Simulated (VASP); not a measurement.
SiC:

```xyz
2
Lattice="0.0000 2.1781 2.1781 2.1781 0.0000 2.1781 2.1781 2.1781 0.0000" Properties=species:S:1:pos:R:3 pbc="T T T"
Si    0.0000    0.0000    0.0000
C     1.0890    1.0890    1.0890
```

Base run:

| Quantity | Value |
| --- | --- |
| Program | VASP 6.6.1 |
| Functional | PBE |
| Potentials or basis | VASP PAW PBE potentials, release 64 (Si, C) |
| Cutoff | 520 eV |
| k mesh | 8 × 8 × 8 |
| Occupations | gaussian, width 0.01 eV |
| Spin | no spin polarisation |

Its results: band gap on the k mesh 1.35 eV (least direct gap 4.54 eV).

Q: The run is repeated on the same cell with these changes: functional from PBE to r2SCANh; further incar settings from ALGO = Normal; EDIFF = 1e-08 to ALGO = Normal; EDIFF = 1e-06; NBANDS = 11. What comes out?

A: Band gap on the k mesh 2.30 eV (least direct gap 5.75 eV).

A k mesh can miss the band edges.
